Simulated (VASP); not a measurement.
Wanted: the native input for a VASP 6.6.1 run.

- Task: single point
- Functional: PBE
- Potentials or basis: VASP PAW PBE potentials, release 64 (Be, Te, Se)
- Cutoff: 520 eV
- k mesh: 4 × 4 × 4
- Occupations: gaussian, width 0.15 eV
- Spin: no spin polarisation
- Dipole correction: no
- Further INCAR settings: ALGO = Normal; EDIFF = 1e-07; NBANDS = 21

The structure of Be3Te2Se lies in POSCAR:

```
Be3Te2Se
1.0
   -1.9631936634      1.9631936634      8.1744492287
    1.9631936634     -1.9631936634      8.1744492287
    1.9631936634      1.9631936634     -8.1744492287
Be Te Se
3 2 1
Direct
    0.7500000000      0.2500000000      0.5000000000
    0.0742254798      0.5742254798      0.5000000000
    0.4257745202      0.9257745202      0.5000000000
    0.6623149473      0.6623149473      0.0000000000
    0.3376850527      0.3376850527      0.0000000000
    0.0000000000      0.0000000000      0.0000000000
```

One way to write it, as run:

INCAR

```
SYSTEM = Be3Te2Se
PREC = Accurate
ENCUT = 520
EDIFF = 1E-7
ISMEAR = 0
SIGMA = 0.15
LREAL = .False.
LASPH = .True.
NELM = 80
ALGO = Normal
ISIF = 2
LWAVE = .False.
LCHARG = .False.
GGA = PE
NBANDS = 21
```

KPOINTS

```
Automatic mesh
0
Gamma
  4 4 4
  0 0 0
```

Potentials or basis: VASP PAW PBE potentials, release 64 (Be, Te, Se).

The run is started by

```console
$ cat potpaw_PBE.64/Be/POTCAR potpaw_PBE.64/Te/POTCAR potpaw_PBE.64/Se/POTCAR > POTCAR
$ mpirun -np 1 vasp_std > vasp.out
```

It gave:

| Property | Result |
| --- | --- |
| Pressure | -0.1 GPa |
| Largest force | 0.036 eV/Å |
| Band gap on the k mesh | 2.01 eV, indirect (least direct gap 2.10 eV) |

Caveat: the k points lie up to 0.57 Å⁻¹ apart; spin-orbit coupling is left out, which moves the levels of the heavy elements.

It took 51 s on 1 thread of Intel(R) Xeon(R) 6975P-C (Granite Rapids), with other jobs on the host, peak memory 0.52 GiB.
